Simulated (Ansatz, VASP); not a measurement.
## Two plane-wave programs on In3SbAs2

```
In Sb As
1.0
     4.47886    0.00000    0.00000
    -2.23943    3.87881    0.00000
     0.00000    0.00000   21.96359
In Sb As
6 2 4
Cartesian
  2.2394 1.2929 3.5215
  2.2394 1.2929 10.9773
  2.2394 1.2929 18.4523
  0.0000 2.5859 -0.0045
  0.0000 2.5859 7.4705
  0.0000 2.5859 14.5033
  2.2394 1.2929 6.3870
  0.0000 2.5859 17.3688
  2.2394 1.2929 13.6716
  2.2394 1.2929 21.1283
  0.0000 2.5859 2.6898
  0.0000 2.5859 10.1465
```

Alike in both runs: functional PBE; k mesh 6 × 6 × 1; occupations gaussian, width 0.1 eV; no spin polarisation.

Ansatz relaxed the structure, and its values are those at the end. VASP's run is a single point on that final structure, the one shown.

```csv
,VASP,Ansatz
version,VASP 6.6.1,Ansatz 0.2.0
potentials or method,"VASP PAW PBE potentials, release 64 (In_d, Sb, As), cutoff 520 eV","scalar-relativistic, plane waves, PAW"
valence electrons in the cell,108,168
```

Ansatz gave:

```
gap on the k mesh at the Fermi level (eV) : none
pressure (GPa)                            : 0.1
rms of the force components (eV/Å)        : 0.013
```

Q: Which values does VASP return?

A: gap on the k mesh at the Fermi level (eV): none; pressure (GPa): 0.1; rms of the force components (eV/Å): 0.012.

A gap of «none» marks a metal or a gap that the smearing closes. VASP's potentials hold 108 valence electrons a cell and Ansatz's 168, so a difference there can come from the potentials and not from the codes.

Neither program's run includes spin-orbit coupling.
